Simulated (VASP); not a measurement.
# BN (F-43m) in VASP: a series of runs, part 2 of 2

VASP 6.6.1.

## Step 4: Single point, LDA (volume scaled by 1.086 of the coarse rest volume)

Contents of INCAR:

```
ALGO = Normal ; EDIFF = 1E-6
ENCUT = 600 ; GGA = CA
GGA_COMPAT = False ; ISIF = 2
ISMEAR = 0 ; LASPH = True
LCHARG = False ; LREAL = False
LWAVE = False ; NBANDS = 11
NELM = 120 ; PREC = Accurate
SIGMA = 0.02
```

Contents of KPOINTS:

```
k-points
0
Gamma
  10 10 10
```

Contents of POSCAR:

```
BN
1.0
    0.0000000000      1.8410000000      1.8410000000
    1.8410000000      0.0000000000      1.8410000000
    1.8410000000      1.8410000000      0.0000000000
B N
1 1
Direct
    0.0000000000      0.0000000000      0.0000000000
    0.2500000000      0.2500000000      0.2500000000
```

Potentials or basis: VASP PAW LDA potentials, release 64 (B, N).

The run is started by

```console
cat potpaw_LDA.64/B/POTCAR potpaw_LDA.64/N/POTCAR > POTCAR
mpirun -np 1 vasp_std > vasp.out
```

OUTCAR:

```text
EDIFF = 1E-6
   ENCUT = 600
   GGA = CA
   ISIF = 2
   ISMEAR = 0
   LASPH = True
   LREAL = False
   NELM = 120
   PREC = Accurate

 ion  position               nearest neighbor table
   1  0.000  0.000  0.000-   2 1.59   2 1.59   2 1.59   2 1.59
   2  0.250  0.250  0.250-   1 1.59   1 1.59   1 1.59   1 1.59

  LATTYP: Found a face centered cubic cell.
 ALAT       =     3.6820000000

  Lattice vectors:

 A1 = (   0.0000000000,   1.8410000000,   1.8410000000)
 A2 = (   1.8410000000,   0.0000000000,   1.8410000000)
[... 513 lines left out ...]
      6      16.8882      0.00000
      7      21.3354      0.00000
      8      21.4513      0.00000
      9      25.3574      0.00000
     10      32.3808      0.00000
     11      37.4684      0.00000

 [... further k-points ...]
[... 5 lines left out ...]
  --------------------------------------------------------------------------------------
  -------------------------------------------------------------------------------------
  Total       -2.2128049     -2.2128049     -2.2128049     -0.0000000      0.0000000      0.0000000
  in kB     -284.0941913   -284.0941913   -284.0941913     -0.0000000      0.0000000      0.0000000
  external PRESSURE =    -284.0941913 kB  Pullay stress =       0.0000000 kB

 VOLUME and BASIS-vectors are now :
 -----------------------------------------------------------------------------
  energy-cutoff  :      600.00
  volume of cell :       12.48
      direct lattice vectors                 reciprocal lattice vectors
     0.000000000  1.841000000  1.841000000    -0.271591526  0.271591526  0.271591526
     1.841000000  0.000000000  1.841000000     0.271591526 -0.271591526  0.271591526
     1.841000000  1.841000000  0.000000000     0.271591526  0.271591526 -0.271591526

 POSITION                                       TOTAL-FORCE (eV/Angst)
 -----------------------------------------------------------------------------------
      0.00000      0.00000      0.00000        -0.000000     -0.000000     -0.000000
      0.92050      0.92050      0.92050         0.000000      0.000000      0.000000
 -----------------------------------------------------------------------------------
    total drift:                               -0.000000     -0.000000     -0.000000

  FREE ENERGIE OF THE ION-ELECTRON SYSTEM (eV)
  ---------------------------------------------------
  free  energy   TOTEN  =       -19.3258386062 eV

  energy  without entropy=      -19.3258386062  energy(sigma->0) =      -19.32583861
```

stdout:

```text
POSCAR found type information on POSCAR B N
 POSCAR found :  2 types and       2 ions
 scaLAPACK will be used
 LDA part: xc-table for (Slater(with rela. corr.)+CA(PZ))
 , standard interpolation
 POSCAR, INCAR and KPOINTS ok, starting setup
 FFT: planning ... GRIDC
 FFT: planning ... GRID_SOFT
 FFT: planning ... GRID
 WAVECAR not read
 entering main loop
```

It took 15 s on 1 thread of AMD EPYC 7R13, shared host; peak memory 0.09 GiB.

What came out:

| Property | Result |
| --- | --- |
| Free energy | -19.3258 eV |
| Pressure | -28.4 GPa |
| Band gap on the k mesh | 4.28 eV, indirect (least direct gap 8.43 eV) |

 A k mesh can miss the band edges.

## Step 5: Single point, LDA (volume scaled by 0.816 of the coarse rest volume)

Contents of INCAR:

```
SYSTEM = BN
PREC = Accurate ; ENCUT = 600
EDIFF = 1E-6 ; ISMEAR = 0
SIGMA = 0.02 ; LREAL = .FALSE.
LASPH = .TRUE. ; NELM = 120
ALGO = Normal ; ISIF = 2
LWAVE = .FALSE. ; LCHARG = .FALSE.
NBANDS = 11 ; GGA_COMPAT = .FALSE.
```

Contents of KPOINTS:

```
regular mesh
0
G
  12 12 12
  0 0 0
```

Contents of POSCAR:

```
BN
1.0
    0.0000000000      1.6737000000      1.6737000000
    1.6737000000      0.0000000000      1.6737000000
    1.6737000000      1.6737000000      0.0000000000
B N
1 1
Direct
    0.0000000000      0.0000000000      0.0000000000
    0.2500000000      0.2500000000      0.2500000000
```

Potentials or basis: VASP PAW LDA potentials, release 64 (B, N).

The run is started by

```console
cat potpaw_LDA.64/B/POTCAR potpaw_LDA.64/N/POTCAR > POTCAR
mpirun -np 1 vasp_std > vasp.out
```

OUTCAR:

```text
SYSTEM = BN
   PREC = Accurate
   ENCUT = 600
   EDIFF = 1E-6
   ISMEAR = 0
   LREAL = .FALSE.
   LASPH = .TRUE.
   NELM = 120
   ISIF = 2

 ion  position               nearest neighbor table
   1  0.000  0.000  0.000-   2 1.45   2 1.45   2 1.45   2 1.45
   2  0.250  0.250  0.250-   1 1.45   1 1.45   1 1.45   1 1.45

  LATTYP: Found a face centered cubic cell.
 ALAT       =     3.3474000000

  Lattice vectors:

 A1 = (   0.0000000000,   1.6737000000,   1.6737000000)
 A2 = (   1.6737000000,   0.0000000000,   1.6737000000)
 A3 = (   1.6737000000,   1.6737000000,   0.0000000000)

Analysis of symmetry for initial positions (statically):
=====================================================================
 Subroutine PRICEL returns:
 Original cell was already a primitive cell.

 Routine SETGRP: Setting up the symmetry group for a
 face centered cubic supercell.

 Subroutine GETGRP returns: Found 24 space group operations
 (whereof 24 operations were pure point group operations)
 out of a pool of 48 trial point group operations.

The static configuration has the point symmetry T_d .

Analysis of symmetry for dynamics (positions and initial velocities):
=====================================================================
[... 165 lines left out ...]
 k-point     1 :       0.0000    0.0000    0.0000
  band No.  band energies     occupation
      1     -12.3653      2.00000
      2      10.5607      2.00000
      3      10.5607      2.00000
      4      10.5607      2.00000
      5      20.3370      0.00000
      6      20.3370      0.00000
      7      20.3370      0.00000
      8      25.0094      0.00000
      9      39.6338      0.00000
     10      41.3567      0.00000
     11      41.3567      0.00000
[... 309 lines left out ...]
 k-point    24 :      -0.4167    0.1667    0.0000
  band No.  band energies     occupation
      1      -6.4795      2.00000
      2      -1.6182      2.00000
      3       5.6061      2.00000
      4       7.3143      2.00000
      5      20.7945      0.00000
      6      24.4256      0.00000
      7      25.8598      0.00000
      8      29.2733      0.00000
      9      34.5241      0.00000
     10      38.8201      0.00000
     11      42.0542      0.00000

 [... further k-points ...]
[... 5 lines left out ...]
  --------------------------------------------------------------------------------------
  -------------------------------------------------------------------------------------
  Total        6.9307074      6.9307074      6.9307074      0.0000000      0.0000000      0.0000000
  in kB     1184.2006786   1184.2006786   1184.2006786      0.0000000      0.0000000      0.0000000
  external PRESSURE =    1184.2006786 kB  Pullay stress =       0.0000000 kB

 VOLUME and BASIS-vectors are now :
 -----------------------------------------------------------------------------
  energy-cutoff  :      600.00
  volume of cell :        9.38
      direct lattice vectors                 reciprocal lattice vectors
     0.000000000  1.673700000  1.673700000    -0.298739320  0.298739320  0.298739320
     1.673700000  0.000000000  1.673700000     0.298739320 -0.298739320  0.298739320
     1.673700000  1.673700000  0.000000000     0.298739320  0.298739320 -0.298739320

 POSITION                                       TOTAL-FORCE (eV/Angst)
 -----------------------------------------------------------------------------------
      0.00000      0.00000      0.00000         0.000000      0.000000      0.000000
      0.83685      0.83685      0.83685        -0.000000     -0.000000     -0.000000
 -----------------------------------------------------------------------------------
    total drift:                               -0.000000     -0.000000      0.000000

  FREE ENERGIE OF THE ION-ELECTRON SYSTEM (eV)
  ---------------------------------------------------
  free  energy   TOTEN  =       -18.7391182570 eV

  energy  without entropy=      -18.7391182570  energy(sigma->0) =      -18.73911826
```

stdout:

```text
POSCAR found type information on POSCAR B N
 POSCAR found :  2 types and       2 ions
 scaLAPACK will be used
 LDA part: xc-table for (Slater(with rela. corr.)+CA(PZ))
 , standard interpolation
 POSCAR, INCAR and KPOINTS ok, starting setup
 FFT: planning ... GRIDC
 FFT: planning ... GRID_SOFT
 FFT: planning ... GRID
 WAVECAR not read
 entering main loop
```

Run time: 13 s. Hardware: 1 thread of AMD EPYC 7R13, shared host; peak memory 0.09 GiB.

Results:

```yaml
Free_energy: -18.7391 eV
Pressure: 118.4 GPa
Band_gap_on_the_k_mesh: 4.59 eV, indirect (least direct gap 9.78 eV)
```

## Step 6: Overview

| cell | k mesh | smearing | gap on the mesh (eV) | pressure (GPa) |
| --- | --- | --- | --- | --- |
| a = 2.533 Å, angles 60.0°, 2 atoms | 8 × 8 × 8 | gaussian 0.02 eV | 4.38 | 0.3 |
| a = 2.533 Å, angles 60.0°, 2 atoms | 8 × 8 × 8 | gaussian 0.05 eV | 4.38 | 0.2 |
| a = 2.604 Å, angles 60.0°, 2 atoms | 10 × 10 × 10 | gaussian 0.02 eV | 4.28 | -28.4 |
| a = 2.367 Å, angles 60.0°, 2 atoms | 12 × 12 × 12 | gaussian 0.02 eV | 4.59 | 118.4 |

Alike in all rows: task single point; level LDA; potentials or basis VASP PAW LDA potentials, release 64 (B, N); no spin polarisation; cutoff (eV) 600.

Absolute energies hang on the potentials; compare differences alone.
